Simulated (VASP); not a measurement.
# Pb (Fm-3m) in VASP: further runs, part 2 of 2

VASP 6.6.1. Earlier steps stand in the parts before.

## Step 3: Single point, r2SCAN (volume scaled by 1.10)

File POSCAR:

```
Pb
1.0
    0.0000000000      2.5784231551      2.5784231551
    2.5784231551      0.0000000000      2.5784231551
    2.5784231551      2.5784231551      0.0000000000
Pb
1
Direct
    0.0000000000      0.0000000000      0.0000000000
```

File INCAR.step1:

```
  PREC = Accurate
  ENCUT = 520
  ISMEAR = 0
  SIGMA = 0.1
  LREAL = F
  LASPH = T
  NELM = 100
  NBANDS = 13
  GGA = PE
  ALGO = Normal
  EDIFF = 1E-4
  LWAVE = T
  LCHARG = F
```

File INCAR.step2:

```
  PREC = Accurate
  ENCUT = 520
  EDIFF = 1E-7
  ISMEAR = 0
  SIGMA = 0.1
  LREAL = F
  LASPH = T
  NELM = 100
  ALGO = Normal
  ISIF = 2
  LWAVE = F
  LCHARG = T
  METAGGA = R2SCAN
  LMIXTAU = T
  LELF = T
  LVHAR = T
  NBANDS = 13
  ISTART = 1
```

File KPOINTS:

```
Automatic mesh
0
Gamma
  14 14 14
```

Potentials or basis: VASP PAW PBE potentials, release 64 (Pb_d).

Launch:

```console
$ cat potpaw_PBE.64/Pb_d/POTCAR > POTCAR
$ cp INCAR.step1 INCAR
$ mpirun -np 1 vasp_std > vasp.out
$ cp INCAR.step2 INCAR
$ mpirun -np 1 vasp_std > vasp.out
```

OUTCAR:

```text
PREC = Accurate
   ENCUT = 520
   EDIFF = 1E-7
   ISMEAR = 0
   LREAL = F
   LASPH = T
   NELM = 100
   ISIF = 2
   METAGGA = R2SCAN
   ISTART = 1

 ion  position               nearest neighbor table
   1  0.000  0.000  0.000-

  LATTYP: Found a face centered cubic cell.
 ALAT       =     5.1568463102

  Lattice vectors:

 A1 = (   0.0000000000,   2.5784231551,   2.5784231551)
 A2 = (   2.5784231551,   0.0000000000,   2.5784231551)
[... 553 lines left out ...]
      3     -11.6654      2.00000
      4     -11.6330      2.00000
      5     -11.5759      2.00000
      6      -4.2689      2.00000
      7       6.9699      0.00000
      8      10.3124      0.00000
      9      10.4561      0.00000
     10      14.5741      0.00000
     11      16.0012      0.00000
     12      19.1638      0.00000
     13      20.2332      0.00000

 [... further k-points ...]
[... 5 lines left out ...]
  --------------------------------------------------------------------------------------
  -------------------------------------------------------------------------------------
  Total       -0.7164083     -0.7164083     -0.7164083      0.0000000      0.0000000     -0.0000000
  in kB      -33.4794720    -33.4794720    -33.4794720      0.0000000      0.0000000     -0.0000000
  external PRESSURE =     -33.4794720 kB  Pullay stress =       0.0000000 kB

 VOLUME and BASIS-vectors are now :
 -----------------------------------------------------------------------------
  energy-cutoff  :      520.00
  volume of cell :       34.28
      direct lattice vectors                 reciprocal lattice vectors
     0.000000000  2.578423155  2.578423155    -0.193916968  0.193916968  0.193916968
     2.578423155  0.000000000  2.578423155     0.193916968 -0.193916968  0.193916968
     2.578423155  2.578423155  0.000000000     0.193916968  0.193916968 -0.193916968

 POSITION                                       TOTAL-FORCE (eV/Angst)
 -----------------------------------------------------------------------------------
      0.00000      0.00000      0.00000         0.000000      0.000000      0.000000
 -----------------------------------------------------------------------------------
    total drift:                               -0.000000     -0.000000     -0.000000

  FREE ENERGIE OF THE ION-ELECTRON SYSTEM (eV)
  ---------------------------------------------------
  free  energy   TOTEN  =       -56.2500697779 eV

  energy  without entropy=      -56.2480408070  energy(sigma->0) =      -56.24905529
```

OUTCAR.step1:

```text
PREC = Accurate
   ENCUT = 520
   ISMEAR = 0
   LREAL = F
   LASPH = T
[... 599 lines left out ...]

 POSITION                                       TOTAL-FORCE (eV/Angst)
 -----------------------------------------------------------------------------------
      0.00000      0.00000      0.00000        -0.000000     -0.000000     -0.000000
 -----------------------------------------------------------------------------------
    total drift:                               -0.000000     -0.000000     -0.000000

  FREE ENERGIE OF THE ION-ELECTRON SYSTEM (eV)
  ---------------------------------------------------
  free  energy   TOTEN  =        -3.5519909271 eV

  energy  without entropy=       -3.5501406954  energy(sigma->0) =       -3.55106581
```

Run time: 1.7 min. Hardware: 1 thread of Intel Xeon 6975P-C (Granite Rapids), shared host; peak memory 0.19 GiB.

Results:

```
Free energy            : -56.2501 eV
Pressure               : -3.3 GPa
Band gap on the k mesh : zero (band 7 reaches 12.67 eV, above the bottom of band 8 at 4.58 eV)
```

Levels at points of the mesh, in eV from the Fermi level:
```
           k point  band 4  band 5  band 6  band 7  band 8  band 9  band 10  band 11
(0.00, 0.00, 0.00)  -17.55  -17.55  -11.49    6.75    6.75    6.75    10.31    10.68
(0.50, 0.00, 0.00)  -17.45  -17.45   -8.38   -3.78    5.11    5.11     9.00     9.84
(0.50, 0.50, 0.00)  -17.42  -17.42   -7.17   -2.97    1.98    1.98     5.56     6.67
```

Caveat: the cell differs from its parent crystal (volume scaled by 1.10); the PAW data sets were made with another functional, which shifts forces and pressure a little; spin-orbit coupling is left out, which moves the levels of the heavy elements.

## Step 4: Relaxation of cell and atoms, r2SCAN

This run uses another cell than the first one, of 30.32 Å³/atom, 0.918 times its volume.

File POSCAR:

```
Pb
1.0
    0.0000000000      2.4750200000      2.4750200000
    2.4750200000      0.0000000000      2.4750200000
    2.4750200000      2.4750200000      0.0000000000
Pb
1
Direct
    0.0000000000      0.0000000000      0.0000000000
```

File INCAR.step1:

```
PREC = Accurate
ENCUT = 600
ISMEAR = 0
SIGMA = 0.1
LREAL = F
LASPH = T
NELM = 100
GGA = PE
ALGO = Normal
EDIFF = 1E-4
LWAVE = T
LCHARG = F
```

File INCAR.step2:

```
PREC = Accurate
ENCUT = 600
EDIFF = 1E-6
ISMEAR = 0
SIGMA = 0.1
LREAL = F
LASPH = T
NELM = 100
ALGO = Normal
ISIF = 3
LWAVE = F
LCHARG = F
METAGGA = R2SCAN
LMIXTAU = T
IBRION = 2
NSW = 100
EDIFFG = -0.005
ISTART = 1
```

KPOINTS is that of step 3.

Launch:

```console
$ cat potpaw_PBE.64/Pb_d/POTCAR > POTCAR
$ cp INCAR.step1 INCAR
$ mpirun -np 1 vasp_std > vasp.out
$ cp INCAR.step2 INCAR
$ mpirun -np 1 vasp_std > vasp.out
```

Wall time 2.9 min (1 thread of Intel Xeon 6975P-C (Granite Rapids), shared host); peak memory 0.2 GiB.

The run converged. Its results:

```
Free energy                            : -56.2840 eV
Relaxed volume                         : 31.19 Å³/atom
Relaxed cell                           : a = 3.533 Å, b = 3.533 Å, c = 3.533 Å, α = 60.00°, β = 60.00°, γ = 60.00°
Space group after relaxing (to 0.05 Å) : Fm-3m (No. 225)
Energy gained by relaxing              : 3.5 meV/atom
Ionic steps                            : 3
Pressure after relaxing                : 0.0 GPa
Band gap on the k mesh                 : zero (band 7 reaches 14.41 eV, above the bottom of band 8 at 5.38 eV)
```

Step by step:
```
step  energy change (eV)  largest force (eV/Å)  pressure (GPa)  volume (Å³)
   1              0.0000                0.0000            1.34        30.32
   2             -0.0033                0.0000           -0.36        31.45
   3             -0.0035                0.0000            0.01        31.19
```

Final structure:
```xyz
1
Lattice="0.0000 2.4985 2.4985 2.4985 0.0000 2.4985 2.4985 2.4985 0.0000" Properties=species:S:1:pos:R:3 pbc="T T T"
Pb    0.0000    0.0000    0.0000
```

Levels at points of the mesh, in eV from the Fermi level:
```tsv
k point	band 4	band 5	band 6	band 7	band 8	band 9	band 10	band 11
(0.00, 0.00, 0.00)	-17.60	-17.60	-12.13	7.47	7.47	7.47	10.37	11.89
(0.50, 0.00, 0.00)	-17.47	-17.47	-8.49	-4.27	5.61	5.61	9.77	9.91
(0.50, 0.50, 0.00)	-17.43	-17.43	-7.05	-3.37	2.06	2.06	5.80	6.90
```

Caveat: the PAW data sets were made with another functional, which shifts forces and pressure a little; spin-orbit coupling is left out, which moves the levels of the heavy elements. Zero-point motion and thermal expansion aren't in these numbers.

## Step 5: Single point, r2SCAN (volume scaled by 0.94)

File POSCAR:

```
Pb
1.0
    0.0000000000      2.4468043769      2.4468043769
    2.4468043769      0.0000000000      2.4468043769
    2.4468043769      2.4468043769      0.0000000000
Pb
1
Direct
    0.0000000000      0.0000000000      0.0000000000
```

File INCAR.step1:

```
SYSTEM = Pb
ALGO     = Normal         ! electronic algorithm
EDIFF    = 1E-4           ! SCF threshold, eV
ENCUT    = 520            ! plane-wave cutoff, eV
GGA      = PE             ! functional
ISMEAR   = 0              ! smearing method
LASPH    = .True.         ! aspherical terms in the spheres
LCHARG   = .False.        ! write CHGCAR
LREAL    = .False.        ! projectors in reciprocal space
LWAVE    = .True.         ! write WAVECAR
NBANDS   = 13             ! bands
NELM     = 80             ! most SCF steps
PREC     = Accurate       ! precision mode
SIGMA    = 0.1            ! smearing width, eV
```

File INCAR.step2:

```
SYSTEM = Pb
ALGO     = Normal         ! electronic algorithm
EDIFF    = 1E-6           ! SCF threshold, eV
ENCUT    = 520            ! plane-wave cutoff, eV
ISIF     = 2              ! what is computed and relaxed
ISMEAR   = 0              ! smearing method
ISTART   = 1            
LASPH    = .True.         ! aspherical terms in the spheres
LCHARG   = .False.        ! write CHGCAR
LMIXTAU  = .True.       
LREAL    = .False.        ! projectors in reciprocal space
LWAVE    = .False.        ! write WAVECAR
METAGGA  = R2SCAN         ! meta-GGA
NBANDS   = 13             ! bands
NELM     = 80             ! most SCF steps
PREC     = Accurate       ! precision mode
SIGMA    = 0.1            ! smearing width, eV
```

File KPOINTS:

```
k-points
0
Gamma
  14 14 14
  0 0 0
```

Launch:

```console
$ cat potpaw_PBE.64/Pb_d/POTCAR > POTCAR
$ cp INCAR.step1 INCAR
$ mpirun -np 1 vasp_std > vasp.out
$ cp INCAR.step2 INCAR
$ mpirun -np 1 vasp_std > vasp.out
```

Run time: 1.9 min. Hardware: 1 thread of Intel Xeon Platinum 8488C (Sapphire Rapids), shared host; peak memory 0.18 GiB.

The run converged. Its results:

```yaml
Free_energy: -56.2659 eV
Pressure: 3.2 GPa
Band_gap_on_the_k_mesh: zero (band 7 reaches 15.64 eV, above the bottom of band 8 at 5.96 eV)
```

Levels at points of the mesh, in eV from the Fermi level:
```
           k point  band 4  band 5  band 6  band 7  band 8  band 9  band 10  band 11
(0.00, 0.00, 0.00)  -17.66  -17.66  -12.61    7.96    7.96    7.96    10.37    12.70
(0.50, 0.00, 0.00)  -17.50  -17.50   -8.58   -4.63    5.94    5.94     9.92    10.32
(0.50, 0.50, 0.00)  -17.46  -17.46   -6.98   -3.67    2.10    2.10     5.96     7.07
```

Caveat: the cell differs from its parent crystal (volume scaled by 0.94); the PAW data sets were made with another functional, which shifts forces and pressure a little; spin-orbit coupling is left out, which moves the levels of the heavy elements.

## Step 6: Overview

```tsv
task	cell	cutoff (eV)	gap on the mesh (eV)	pressure (GPa)
single point	a = 3.602 Å, angles 60.0°, 1 atom	520	none	-2.2
single point	a = 3.646 Å, angles 60.0°, 1 atom	520	none	-3.3
relaxation of cell and atoms	relaxed from a = 3.500 Å, angles 60.0°, 1 atom	600	none	0.0
single point	a = 3.460 Å, angles 60.0°, 1 atom	520	none	3.2
```

Alike in all rows: level r2SCAN; potentials or basis VASP PAW PBE potentials, release 64 (Pb_d); no spin polarisation; k mesh 14 × 14 × 14; smearing gaussian 0.1 eV.

Caveats: the PAW data sets were made with another functional, which shifts forces and pressure a little; spin-orbit coupling is left out, which moves the levels of the heavy elements.

Absolute energies hang on the potentials; compare differences alone.
